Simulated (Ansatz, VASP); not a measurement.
## Sb: VASP beside Ansatz

INCAR

```
PREC = Accurate
ENCUT = 520
EDIFF = 1E-6
ISMEAR = 0
SIGMA = 0.026000000000000002
LREAL = F
LASPH = T
NELM = 100
ALGO = Normal
ISIF = 2
LWAVE = F
LCHARG = F
GGA = PE
NBANDS = 8
```

KPOINTS

```
regular mesh
0
Gamma
  12 12 12
```

Contents of POSCAR:

```
Sb
1.0
   -1.5765401831      1.5765401831      2.7119384313
    1.5765401831     -1.5765401831      2.7119384313
    1.5765401831      1.5765401831     -2.7119384313
Sb
1
Direct
    0.0000000000      0.0000000000      0.0000000000
```

Contents of input.yaml:

```yaml
crystal:
  lattice:
    - [-1.5765401831, 1.5765401831, 2.7119384313]
    - [1.5765401831, -1.5765401831, 2.7119384313]
    - [1.5765401831, 1.5765401831, -2.7119384313]
  atoms:
    - { symbol: Sb, position: [0.0, 0.0, 0.0] }
hamiltonian:
  xc: pbe
  pseudopotentials: { kind: paw }
kpoints:
  mp_grid: { grid: [12, 12, 12] }
scf:
  occupations: { method: gaussian, width: 0.026 }
output:
  forces: true
  stress: true
  eigenvalues: true
  write_density: true
  write_potential: true
  elf: true
  volumetric_format: npy
```

Alike in both runs: task single point; functional PBE; k mesh 12 × 12 × 12; occupations gaussian, width 0.026 eV; no spin polarisation.

```csv
,VASP,Ansatz
version,VASP 6.6.1,Ansatz 0.2.0
potentials or method,"VASP PAW PBE potentials, release 64 (Sb)",Ansatz PAW
plane-wave cutoff (eV),520,420
valence electrons in the cell,5,15
```

VASP gave:

| Quantity | Value |
| --- | --- |
| gap on the k mesh at the Fermi level (eV) | none |
| pressure (GPa) | 1.7 |
| traceless stress, the component that is largest in VASP (GPa) | -0.47 |

Problem. Which values does Ansatz return?

Solution. gap on the k mesh at the Fermi level (eV): none; pressure (GPa): 1.8; traceless stress, the component that is largest in VASP (GPa): -0.46.

A gap of «none» marks a metal or a gap that the smearing closes. The functional is the same, so the differences come from potentials, cutoffs and numerics. VASP's potentials hold 5 valence electrons a cell and Ansatz's 15, so a difference there can come from the potentials and not from the codes.

Spin-orbit coupling is off throughout.
